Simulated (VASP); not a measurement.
# HfH5 (Cmmm) in VASP: single point with PBE

Aim: the single point of HfH5 with PBE.

All numbers are computed with VASP 6.6.1; they aren't measurements. Logs are shortened: lines on timing, memory, paths and dates and some standing lists are left out, and cuts for length are marked.

## Step 1: The cell of the first run

The structure is orthorhombic, space group Cmmm (No. 65). The conventional cell has a = 4.815 Å, b = 4.826 Å, c = 4.184 Å, α = 90.00°, β = 90.00°, γ = 90.00°. Hf (site symmetry mmm) has 10 H at 1.99 to 2.09 Å within 2.6 Å. H (site symmetry 2) has 2 Hf at 1.99 Å and 8 H at 2.01 to 2.41 Å within 2.6 Å. Within 2.7 Å of H (site symmetry mmm) lie 8 H at 2.01 Å and 2 Hf at 2.09 Å.

The cell was generated, and may not be a known phase.

## Step 2: Single point, PBE

The input, INCAR:

```
PREC     = Accurate       # precision mode
ENCUT    = 520            # plane-wave cutoff, eV
EDIFF    = 1E-6           # SCF threshold, eV
ISMEAR   = 0              # smearing method
SIGMA    = 0.1            # smearing width, eV
LREAL    = F              # projectors in reciprocal space
LASPH    = T              # aspherical terms in the spheres
NELM     = 60             # most SCF steps
ALGO     = Fast           # electronic algorithm
ISIF     = 2              # what is computed and relaxed
LWAVE    = F              # write WAVECAR
LCHARG   = F              # write CHGCAR
GGA      = PE             # functional
NBANDS   = 16             # bands
```

The input, KPOINTS:

```
Automatic mesh
0
Gamma
  12 12 10
```

The input, POSCAR:

```
HfH5
1.0
    2.4073327224     -2.4130370111      0.0000000000
    2.4073327224      2.4130370111      0.0000000000
    0.0000000000      0.0000000000      4.1843725302
Hf H
1 5
Direct
    0.0000000000      0.0000000000      0.0000000000
    0.0000000000      0.5000000000      0.2459368381
    0.5000000000      0.0000000000      0.7540631619
    0.0000000000      0.5000000000      0.7540631619
    0.5000000000      0.0000000000      0.2459368381
    0.0000000000      0.0000000000      0.5000000000
```

Potentials or basis: VASP PAW PBE potentials, release 64 (Hf_pv, H).

Launch:

```bash
cat potpaw_PBE.64/Hf_pv/POTCAR potpaw_PBE.64/H/POTCAR > POTCAR
mpirun -np 1 vasp_std > vasp.out
```

OUTCAR:

```text
PREC = Accurate
   ENCUT = 520
   EDIFF = 1E-6
   ISMEAR = 0
   LREAL = F
   LASPH = T
   NELM = 60
   ISIF = 2
   GGA = PE

 ion  position               nearest neighbor table
   1  0.000  0.000  0.000-   2 1.99   3 1.99   4 1.99   5 1.99   2 1.99   4 1.99   3 1.99   5 1.99
                             6 2.09   6 2.09
   2  0.000  0.500  0.246-   1 1.99   1 1.99
   3  0.500  0.000  0.754-   1 1.99   1 1.99
   4  0.000  0.500  0.754-   1 1.99   1 1.99
   5  0.500  0.000  0.246-   1 1.99   1 1.99
   6  0.000  0.000  0.500-   1 2.09   1 2.09

  LATTYP: Found a base centered orthorhombic cell.
 ALAT       =     4.8146654448
 B/A-ratio  =     1.0023695473
 C/A-ratio  =     0.8690889488

  Lattice vectors:

 A1 = (   2.4073327224,  -2.4130370111,   0.0000000000)
 A2 = (   2.4073327224,   2.4130370111,   0.0000000000)
 A3 = (   0.0000000000,   0.0000000000,   4.1843725302)

Analysis of symmetry for initial positions (statically):
=====================================================================
 Subroutine PRICEL returns:
 Original cell was already a primitive cell.

 Routine SETGRP: Setting up the symmetry group for a
 base centered orthorhombic supercell.

 Subroutine GETGRP returns: Found  8 space group operations
 (whereof  8 operations were pure point group operations)
 out of a pool of  8 trial point group operations.

The static configuration has the point symmetry D_2h.

Analysis of symmetry for dynamics (positions and initial velocities):
=====================================================================
 Subroutine PRICEL returns:
 Original cell was already a primitive cell.

 Routine SETGRP: Setting up the symmetry group for a
 base centered orthorhombic supercell.

 Subroutine GETGRP returns: Found  8 space group operations
 (whereof  8 operations were pure point group operations)
 out of a pool of  8 trial point group operations.

The dynamic configuration has the point symmetry D_2h.

 Subroutine INISYM returns: Found  8 space group operations
 (whereof  8 operations are pure point group operations),
 and found     1 'primitive' translations

----------------------------------------------------------------------------------------

                                     Primitive cell

  volume of cell :      48.6139

  direct lattice vectors                    reciprocal lattice vectors
     2.407332722 -2.413037011  0.000000000     0.207698751 -0.207207763  0.000000000
     2.407332722  2.413037011  0.000000000     0.207698751  0.207207763  0.000000000
     0.000000000  0.000000000  4.184372530     0.000000000  0.000000000  0.238984458

  length of vectors
     3.408518513  3.408518513  4.184372530     0.293383415  0.293383415  0.238984458

  position of ions in fractional coordinates (direct lattice)
     0.000000000  0.000000000  0.000000000
     1.000000000  0.500000000  0.245936838
     0.500000000  1.000000000  0.754063162
     1.000000000  0.500000000  0.754063162
     0.500000000  1.000000000  0.245936838
     0.000000000  0.000000000  0.500000000

  ion indices of the primitive-cell ions
   primitive index   ion index
                 1           1
                 2           2
                 3           3
                 4           4
                 5           5
                 6           6

----------------------------------------------------------------------------------------

 KPOINTS: Automatic mesh

Automatic generation of k-mesh.
 Grid dimensions read from file:
 generate k-points for:   12   12   10

 Generating k-lattice:

  Cartesian coordinates                     Fractional coordinates (reciprocal lattice)
     0.017308229 -0.017267314  0.000000000     0.083333333 -0.000000000  0.000000000
     0.017308229  0.017267314  0.000000000    -0.000000000  0.083333333  0.000000000
     0.000000000  0.000000000  0.023898446     0.000000000  0.000000000  0.100000000

  Length of vectors
     0.024448618  0.024448618  0.023898446

  Shift w.r.t. Gamma in fractional coordinates (k-lattice)
     0.000000000  0.000000000  0.000000000

 Subroutine IBZKPT returns following result:
 ===========================================

 Found    258 irreducible k-points:

 Following reciprocal coordinates:
            Coordinates               Weight
  0.000000  0.000000  0.000000      1.000000
  0.083333  0.000000  0.000000      4.000000
  0.166667  0.000000  0.000000      4.000000
  0.250000  0.000000  0.000000      4.000000
  0.333333  0.000000  0.000000      4.000000
  0.416667  0.000000  0.000000      4.000000
[... 16 lines left out ...]
  0.500000  0.166667  0.000000      4.000000
 -0.416667  0.166667  0.000000      4.000000
 [... further k-points ...]
   k-points           NKPTS =    258   k-points in BZ     NKDIM =    258   number of bands    NBANDS=     16
   number of dos      NEDOS =    301   number of ions     NIONS =      6
   total plane-waves  NPLWV =  25088
   dimension x,y,z NGX =    28 NGY =   28 NGZ =   32
   dimension x,y,z NGXF=    56 NGYF=   56 NGZF=   64
   ions per type =               1   5
   NGX,Y,Z   is equivalent  to a cutoff of  13.66, 13.66, 12.71 a.u.
   NGXF,Y,Z  is equivalent  to a cutoff of  27.31, 27.31, 25.43 a.u.
 SYSTEM =  unknown system
   PREC   = accura    normal or accurate (medium, high low for compatibility)
   ISTART =      0    job   : 0-new  1-cont  2-samecut
   ICHARG =      2    charge: 1-file 2-atom 10-const
   ISPIN  =      1    spin polarized calculation?
   LNONCOLLINEAR =      F non collinear calculations
   LSORBIT =      F    spin-orbit coupling
   LASPH  =      T    aspherical Exc in radial PAW
   ENCUT  =  520.0 eV  38.22 Ry    6.18 a.u.   6.34  6.34  7.78*2*pi/ulx,y,z
   NELM   =     60;   NELMIN=  2; NELMDL= -5     # of ELM steps
   EDIFF  = 0.1E-05   stopping-criterion for ELM
   LREAL  =      F    real-space projection
   EDIFFG = 0.1E-04   stopping-criterion for IOM
   NSW    =      0    number of steps for IOM
   IBRION =     -1    ionic relax: 0-MD 1-quasi-New 2-CG
   NFREE  =      0    steps in history (QN), initial steepest desc. (CG)
   ISIF   =      2    stress and relaxation
   ISYM   =      2    0-nonsym 1-usesym 2-fastsym
   POTIM  = 0.5000    time-step for ionic-motion
   TEBEG  =    0.0;   TEEND  =   0.0 temperature during run
   PSTRESS=    0.0 pullay stress
   NELECT =      15.0000    total number of electrons
   NUPDOWN=      -1.0000    fix difference up-down
   EMIN   =  10.00;   EMAX   =-10.00  energy-range for DOS
   EFERMI =   0.00;   METHOD = LEGACY
   ISMEAR =     0;   SIGMA  =   0.10  broadening in eV -4-tet -1-fermi 0-gaus
   EFERMI_NEDOS =   21; number of points for ismear=-14 and -15
   IALGO  =     68    algorithm
   IMIX   =      4    mixing-type and parameters
     AMIX     =   0.40;   BMIX     =  1.00
     AMIX_MAG =   1.60;   BMIX_MAG =  1.00
  volume/ion in A,a.u.               =       8.10        54.68
  Fermi-wavevector in a.u.,A,eV,Ry     =   1.106246  2.090502 16.650545  1.223781
  Thomas-Fermi vector in A             =   2.242744
   LORBIT       =      0    0 simple, 1 ext, 2 COOP (PROOUT), +10 PAW based schemes
   GGA     = PE    functional components
   LHFCALC =     F    Hartree Fock is set to
   AEXX    =    0.0000 exact exchange contribution
   IVDW    =     0    specifies the selected vdW correction
   LEPSILON=     F    determine dielectric tensor
   LRPA    =     F    only Hartree local field effects (RPA)
 non-spin polarized calculation
 RMM-DIIS sequential band-by-band and
 Gauss-broadening in eV      SIGMA  =   0.10
  energy-cutoff  :      520.00
  volume of cell :       48.61
 maximum number of plane-waves:      1328
 NGX is ok and might be reduce to    28
   NGX = 13   NGY = 13   NGZ = 15

 number of electron      15.0000001 magnetization

 Free energy of the ion-electron system (eV)
  ---------------------------------------------------
  ext. energy  EPLUGINS =         0.00000000
  ---------------------------------------------------
  free energy    TOTEN  =       -26.05358235 eV

  energy without entropy =      -26.05165739  energy(sigma->0) =      -26.05261987

 E-fermi :   0.6467     XC(G=0):  -9.5226

 val. band max:        0.6424282418   @ k =   0.4167   0.4167   0.2000
 cond. band min:       0.6729688785   @ k =   0.5000   0.4167   0.4000
 fundamental gap:      0.0305406366
 Fermi energy:         0.6466659106

 k-point     1 :       0.0000    0.0000    0.0000
  band No.  band energies     occupation
      1     -29.2002      2.00000
      2     -29.1979      2.00000
      3     -29.1905      2.00000
      4      -7.9158      2.00000
      5      -3.6075      2.00000
      6      -1.9284      2.00000
[... 8 lines left out ...]
     15       9.3189      0.00000
     16      11.1237      0.00000

 k-point     2 :       0.0833    0.0000    0.0000
  band No.  band energies     occupation
      1     -29.2172      2.00000
      2     -29.1978      2.00000
      3     -29.1881      2.00000
      4      -7.8184      2.00000
      5      -3.5688      2.00000
      6      -1.8885      2.00000
[... 8 lines left out ...]
     15      10.4441      0.00000
     16      11.1493      0.00000

 k-point     3 :       0.1667    0.0000    0.0000
  band No.  band energies     occupation
      1     -29.2661      2.00000
      2     -29.1947      2.00000
      3     -29.1817      2.00000
      4      -7.5420      2.00000
      5      -3.4693      2.00000
      6      -1.7907      2.00000
[... 8 lines left out ...]
     15      10.4600      0.00000
     16      11.1257      0.00000

 k-point     4 :       0.2500    0.0000    0.0000
  band No.  band energies     occupation
      1     -29.3322      2.00000
      2     -29.1904      2.00000
      3     -29.1729      2.00000
      4      -7.1321      2.00000
      5      -3.3544      2.00000
      6      -1.6970      2.00000
[... 8 lines left out ...]
     15      10.8442      0.00000
     16      11.0592      0.00000

 k-point     5 :       0.3333    0.0000    0.0000
  band No.  band energies     occupation
      1     -29.3974      2.00000
      2     -29.1861      2.00000
      3     -29.1640      2.00000
      4      -6.6663      2.00000
      5      -3.2865      2.00000
      6      -1.6713      2.00000
[... 8 lines left out ...]
     15      10.7937      0.00000
     16      11.5268      0.00000

 k-point     6 :       0.4167    0.0000    0.0000
  band No.  band energies     occupation
      1     -29.4446      2.00000
      2     -29.1830      2.00000
      3     -29.1575      2.00000
      4      -6.2664      2.00000
      5      -3.3000      2.00000
      6      -1.8706      2.00000
[... 8 lines left out ...]
     15      11.3362      0.00000
     16      12.0678      0.00000
[... 267 lines left out ...]
 k-point    21 :       0.3333    0.1667    0.0000
  band No.  band energies     occupation
      1     -29.3921      2.00000
      2     -29.2521      2.00000
      3     -29.1554      2.00000
      4      -6.2243      2.00000
      5      -3.1043      2.00000
      6      -1.5570      2.00000
[... 8 lines left out ...]
     15      10.7973      0.00000
     16      12.8901      0.00000

 k-point    22 :       0.4167    0.1667    0.0000
  band No.  band energies     occupation
      1     -29.4390      2.00000
      2     -29.2487      2.00000
      3     -29.1490      2.00000
      4      -5.7893      2.00000
      5      -3.1280      2.00000
      6      -1.7817      2.00000
[... 8 lines left out ...]
     15      11.3847      0.00000
     16      12.1147      0.00000

 k-point    23 :       0.5000    0.1667    0.0000
  band No.  band energies     occupation
      1     -29.4560      2.00000
      2     -29.2474      2.00000
      3     -29.1466      2.00000
      4      -5.6047      2.00000
      5      -3.1691      2.00000
      6      -1.8725      2.00000
[... 8 lines left out ...]
     15      11.9671      0.00000
     16      12.0443      0.00000

 k-point    24 :      -0.4167    0.1667    0.0000
  band No.  band energies     occupation
      1     -29.4390      2.00000
      2     -29.2486      2.00000
      3     -29.1490      2.00000
      4      -5.7926      2.00000
      5      -3.1219      2.00000
      6      -1.7835      2.00000
[... 8 lines left out ...]
     15      11.3810      0.00000
     16      12.1124      0.00000

 [... further k-points ...]

------------------------ aborting loop because EDIFF is reached ----------------------------------------

  FORCE on cell =-STRESS in cart. coord.  units (eV):
  Direction    XX          YY          ZZ          XY          YZ          ZX
  --------------------------------------------------------------------------------------
  -------------------------------------------------------------------------------------
  Total       -0.0492907     -0.0673284     -0.0586119      0.0000000      0.0000000      0.0000000
  in kB       -1.6244817     -2.2189536     -1.9316850      0.0000000      0.0000000      0.0000000
  external PRESSURE =      -1.9250401 kB  Pullay stress =       0.0000000 kB

 VOLUME and BASIS-vectors are now :
 -----------------------------------------------------------------------------
  energy-cutoff  :      520.00
  volume of cell :       48.61
      direct lattice vectors                 reciprocal lattice vectors
     2.407332722 -2.413037011  0.000000000     0.207698751 -0.207207763  0.000000000
     2.407332722  2.413037011  0.000000000     0.207698751  0.207207763  0.000000000
     0.000000000  0.000000000  4.184372530     0.000000000  0.000000000  0.238984458

 POSITION                                       TOTAL-FORCE (eV/Angst)
 -----------------------------------------------------------------------------------
      0.00000      0.00000      0.00000         0.000000     -0.000000      0.000000
      1.20367      1.20652      1.02909         0.000000     -0.000000      0.002973
      1.20367     -1.20652      3.15528         0.000000     -0.000000     -0.002973
      1.20367      1.20652      3.15528        -0.000000      0.000000     -0.002973
      1.20367     -1.20652      1.02909        -0.000000      0.000000      0.002973
      0.00000      0.00000      2.09219         0.000000     -0.000000      0.000000
 -----------------------------------------------------------------------------------
    total drift:                                0.000000      0.000000     -0.000000

  FREE ENERGIE OF THE ION-ELECTRON SYSTEM (eV)
  ---------------------------------------------------
  free  energy   TOTEN  =       -26.0535823499 eV

  energy  without entropy=      -26.0516573937  energy(sigma->0) =      -26.05261987
```

It took 3.4 min on 1 thread of Oxide Virtual Turin-like, shared host; peak memory 0.28 GiB.

Results:

```
Free energy            : -26.0536 eV
Pressure               : -0.2 GPa
Band gap on the k mesh : zero (an odd number of electrons rules out a gap without spin polarisation)
```

Forces on the atoms (eV/Å):
```
Hf   0.000  0.000  0.000
H    0.000  0.000  0.003
H    0.000  0.000 -0.003
H    0.000  0.000 -0.003
H    0.000  0.000  0.003
H    0.000  0.000  0.000
```

Levels at points of the mesh, in eV from the Fermi level:
```
           k point  band 4  band 5  band 6  band 7  band 8  band 9  band 10  band 11
(0.00, 0.00, 0.00)   -8.56   -4.25   -2.58   -1.22    2.66    3.57     3.57     4.95
(0.50, 0.00, 0.00)   -6.75   -3.98   -2.61   -2.37    0.64    2.97     3.87     5.92
(0.50, 0.50, 0.00)   -3.70   -3.10   -3.07   -2.24   -2.22   -0.54     5.60     6.91
(0.00, 0.00, 0.50)   -6.67   -5.72   -3.80    0.86    2.58    2.84     2.84     2.90
(0.50, 0.00, 0.50)   -4.97   -4.34   -3.95   -2.45    2.63    3.01     3.09     3.27
(0.50, 0.50, 0.50)   -3.80   -3.77   -1.60   -1.57   -1.52   -0.16     3.38     5.63
```

Caveat: spin-orbit coupling is left out, which moves the levels of the heavy elements; an odd number of electrons without spin polarisation forces a metal; a magnetic or distorted state may lie lower.

The gap in the log of VASP goes by the Fermi energy; the results here count the filled bands.